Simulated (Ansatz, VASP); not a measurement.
## Two plane-wave programs on Cd4InO

```
CELL_PARAMETERS angstrom
5.86028 0.00000 0.00000
-2.93014 5.07515 0.00000
0.00000 0.00000 4.70634
ATOMIC_POSITIONS crystal
Cd 0.66667 0.33333 0.00000
Cd 0.00306 0.50153 0.50000
Cd 0.49847 0.50153 0.50000
Cd 0.49847 0.99694 0.50000
In 0.33333 0.66667 0.00000
O 0.00000 0.00000 0.00000
```

Change from the starting cell: species swapped into the HoCo4Ni type (P-6m2, No. 187).

Alike in both runs: task single point; functional PBE; k mesh 3 × 3 × 4; occupations gaussian, width 0.1 eV; collinear spin.

|  | VASP | Ansatz |
| --- | --- | --- |
| version | VASP 6.6.1 | Ansatz 0.2.0 |
| potentials or method | VASP PAW PBE potentials, release 64 (Cd, In_d, O), cutoff 520 eV | scalar-relativistic, plane waves, PAW |
| valence electrons in the cell | 67 | 99 |

```tsv
	VASP	Ansatz	Ansatz less VASP
gap on the k mesh at the Fermi level (eV)	none	none	-
pressure (GPa)	2.7	2.9	+0.14
traceless stress, the component that is largest in VASP (GPa)	2.71	2.95	+0.245
rms of the force components (eV/Å)	0.251	0.237	-0.0148
net moment per atom (μB)	0.00	0.16	+0.157
size of the moment on the site where the two differ most (μB)	0.00	0.89	+0.892
```

The net moments are unlike, so the other rows may belong to different states. Site moments also hang on the region over which each program counts them. Atom by atom the forces differ by 0.015 eV/Å (rms over components). A gap of «none» marks a metal or a gap that the smearing closes. VASP's potentials hold 67 valence electrons a cell and Ansatz's 99, so a difference there can come from the potentials and not from the codes.

The k mesh is coarse, so the values compare programs but aren't converged.
